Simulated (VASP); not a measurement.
Write the native input for VASP 6.6.1 that does the following.

| Item | Value |
| --- | --- |
| Task | single point |
| Functional | PBE |
| Potentials or basis | VASP PAW PBE potentials, release 64 (Eu) |
| Cutoff | 520 eV |
| k mesh | 10 × 10 × 10 |
| Occupations | fermi-dirac, width 0.05 eV |
| Spin | collinear spin, ferromagnetic start |
| Starting moments | [8.15] μB |
| Fixed moment | 8.15 μB |
| Dipole correction | no |
| Further INCAR settings | ALGO = Normal; EDIFF = 1e-07; NBANDS = 18 |

The structure of Eu lies in POSCAR:

```
Eu
1.0
   -2.3030000000      2.3030000000      2.3030000000
    2.3030000000     -2.3030000000      2.3030000000
    2.3030000000      2.3030000000     -2.3030000000
Eu
1
Direct
    0.0000000000      0.0000000000      0.0000000000
```

These files were run (other wordings do the same):

INCAR

```
SYSTEM = Eu
  PREC = Accurate
  ENCUT = 520
  EDIFF = 1E-7
  ISMEAR = -1
  SIGMA = 0.05
  LREAL = .False.
  LASPH = .True.
  NELM = 150
  ALGO = Normal
  ISIF = 2
  LWAVE = .False.
  LCHARG = .False.
  ISPIN = 2
  MAGMOM = 8.15
  LORBIT = 11
  NUPDOWN = 8.15
  LMAXMIX = 6
  GGA = PE
  NBANDS = 18
```

KPOINTS

```
Automatic mesh
0
Gamma
  10 10 10
  0 0 0
```

Potentials or basis: VASP PAW PBE potentials, release 64 (Eu).

The run is started by

```bash
$ cat potpaw_PBE.64/Eu/POTCAR > POTCAR
$ mpirun -np 1 vasp_std > vasp.out
```

It gave:

```
Pressure                                              : -1.8 GPa
Net moment                                            : 8.15 μB per cell
Site moments                                          : Eu +6.86 μB
Valence electrons inside the program's atomic spheres : Eu 14.74
```

Caveat: the total moment is fixed, so each spin has its own Fermi level and the state may be an excited one.

Wall time 2.8 min on 1 thread of Intel(R) Xeon(R) Platinum 8488C (Sapphire Rapids) (shared host), peak memory 0.24 GiB.
